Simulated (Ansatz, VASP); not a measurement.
Si in VASP and in Ansatz

```
Si
1.0
     0.00000    2.72216    2.72216
     2.72216    0.00000    2.72216
     2.72216    2.72216    0.00000
Si
2
Direct
  0.25000 0.25000 0.25000
  0.00000 0.00000 0.00000
```

Alike in both runs: functional r2SCAN; k mesh 8 × 8 × 8; no spin polarisation.

Ansatz relaxed the structure, and its values are those at the end. VASP's run is a single point on that final structure, the one shown.

```csv
,VASP,Ansatz
version,VASP 6.6.1,Ansatz 0.2.0
potentials or method,"VASP PAW PBE potentials, release 64 (Si)","PAW with Ansatz's default frozen-core files, scalar-relativistic"
plane-wave cutoff (eV),520,500
occupations,"gaussian, width 0.01 eV",fixed
valence electrons in the cell,8,8
```

```tsv
	VASP	Ansatz	Ansatz less VASP
gap on the k mesh at the Fermi level (eV)	0.83	0.81	-0.015
pressure (GPa)	-0.2	0.0	+0.24
```

VASP's potentials were made for PBE, not for r2SCAN.
